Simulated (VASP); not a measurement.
ZrTa2C2, 5 atoms in the cell. It takes space group P-3m1 (No. 164, trigonal). The conventional cell has a = 3.528 Å, b = 3.528 Å, c = 6.255 Å, α = 90.00°, β = 90.00°, γ = 120.00°. Within 3.6 Å of Zr (site symmetry -3m) lie 6 Ta at 2.73 Å and 6 C at 3.11 Å and 6 Zr at 3.53 Å. Ta (site symmetry 3m) has 4 C at 2.09 to 2.10 Å and 3 Zr at 2.73 Å within 2.8 Å. Within 2.8 Å of C (site symmetry 3m) lie 4 Ta at 2.09 to 2.10 Å and 3 C at 2.57 Å. The cell was built from a structure type or drawn by symmetry, and may not be a known phase.

| Property | Result |
| --- | --- |
| Program | VASP 6.6.1 |
| Task | relaxation of cell and atoms |
| Functional | PBE |
| Potentials or basis | VASP PAW PBE potentials, release 64 (Zr_sv, Ta_pv, C) |
| Cutoff | 600 eV |
| k mesh | 6 × 6 × 4 |
| Occupations | gaussian, width 0.1 eV |
| Spin | no spin polarisation |
| Dipole correction | no |
| Further INCAR settings | ALGO = Normal; EDIFF = 1e-06; IBRION = 2; EDIFFG = -0.04; NSW = 90; ISIF = 3 |

Potentials or basis: VASP PAW PBE potentials, release 64 (Zr_sv, Ta_pv, C).

Launch:

```sh
$ cat potpaw_PBE.64/Zr_sv/POTCAR potpaw_PBE.64/Ta_pv/POTCAR potpaw_PBE.64/C/POTCAR > POTCAR
$ mpirun -np 1 vasp_std > vasp.out
```

Hardware: 1 thread of Intel Xeon 8259CL, on a shared host.

Task: Estimate the wall time of this run.

Result: Run time: 37 min on 1 thread of Intel Xeon 8259CL, on a shared host, peak memory 0.25 GiB. Counts: scf iterations 391, k points 24, ion steps 47.
